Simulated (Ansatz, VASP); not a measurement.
## One calculation of C, two programs

```xyz
2
Lattice="0.0000 1.7801 1.7801 1.7801 0.0000 1.7801 1.7801 1.7801 0.0000" Properties=species:S:1:pos:R:3 pbc="T T T"
C     1.7801    1.7801    1.7801
C     2.6702    2.6702    2.6702
```

Alike in both runs: functional r2SCAN; k mesh 12 × 12 × 12; occupations gaussian, width 0.02 eV; no spin polarisation.

Ansatz relaxed the structure, and its values are those at the end. VASP's run is a single point on that final structure, the one shown.

|  | VASP | Ansatz |
| --- | --- | --- |
| version | VASP 6.6.1 | Ansatz 0.2.0 |
| potentials or method | VASP PAW PBE potentials, release 64 (C), cutoff 660 eV | scalar-relativistic, plane waves, PAW |
| valence electrons in the cell | 8 | 8 |

|  | VASP | Ansatz | Ansatz less VASP |
| --- | --- | --- | --- |
| gap on the k mesh at the Fermi level (eV) | 4.36 | 4.39 | +0.029 |
| least direct gap on the mesh (eV) | 5.85 | 5.90 | +0.044 |
| pressure (GPa) | 0.1 | 0.0 | -0.13 |

VASP's potentials were made for PBE, not for r2SCAN. The functional is the same, so the differences come from potentials, cutoffs and numerics.
